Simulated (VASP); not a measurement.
SrO: single point with PBE

Crystal: SrO.

```
CELL_PARAMETERS angstrom
0.00000 2.56980 2.56980
2.56980 0.00000 2.56980
2.56980 2.56980 0.00000
ATOMIC_POSITIONS crystal
Sr 0.98784 0.98784 0.01216
O 0.50000 0.50000 0.50000
```

This cell differs from its parent crystal: all Sr atoms moved +0.062 Å, as atom 1 towards its neighbour atom 2 (O) at 2.570 Å.

* Program: VASP 6.6.1
* Task: single point
* Functional: PBE
* Potentials or basis: VASP PAW PBE potentials, release 64 (Sr_sv, O)
* Cutoff: 520 eV
* k mesh: 8 × 8 × 8
* Occupations: gaussian, width 0.05 eV
* Spin: no spin polarisation

| Quantity | Value |
| --- | --- |
| Pressure | 3.6 GPa |
| Largest force | 0.149 eV/Å |
| Band gap on the k mesh | 3.27 eV, indirect (least direct gap 3.35 eV) |

Forces on the atoms (eV/Å):
```
Sr   0.000  0.000  0.149
O    0.000  0.000 -0.149
```

Stress tensor (GPa, compression positive):
```
3.46 0.00 0.00
0.00 3.46 0.00
0.00 0.00 3.92
```

Levels at points of the mesh, in eV from the valence-band top:
```
           k point  band 4  band 5  band 6  band 7  band 8  band 9  band 10  band 11  band 12  band 13
(0.00, 0.00, 0.00)  -14.01  -14.00    0.00    0.00    0.00    4.00     6.23     6.24     6.24     8.40
(0.50, 0.00, 0.00)  -14.09  -12.82   -2.16   -1.13   -1.13    6.56     8.43     8.87     8.90    11.91
(0.50, 0.50, 0.00)  -14.38  -14.38   -0.42   -0.08   -0.08    3.27     7.81    10.20    10.37    11.11
(0.00, 0.50, 0.50)  -14.38  -14.34   -0.42   -0.10   -0.08    3.31     7.81    10.20    10.41    11.11
```

Wall time 27 s on 1 thread of Intel(R) Xeon(R) Platinum 8259CL CPU @ 2.50GHz (Skylake/Cascade Lake), with other jobs on the host, peak memory 0.18 GiB.

Caveat: the cell differs from its parent crystal (all Sr atoms moved +0.062 Å, as atom 1 towards its neighbour atom 2 (O) at 2.570 Å). A k mesh can miss the band edges.
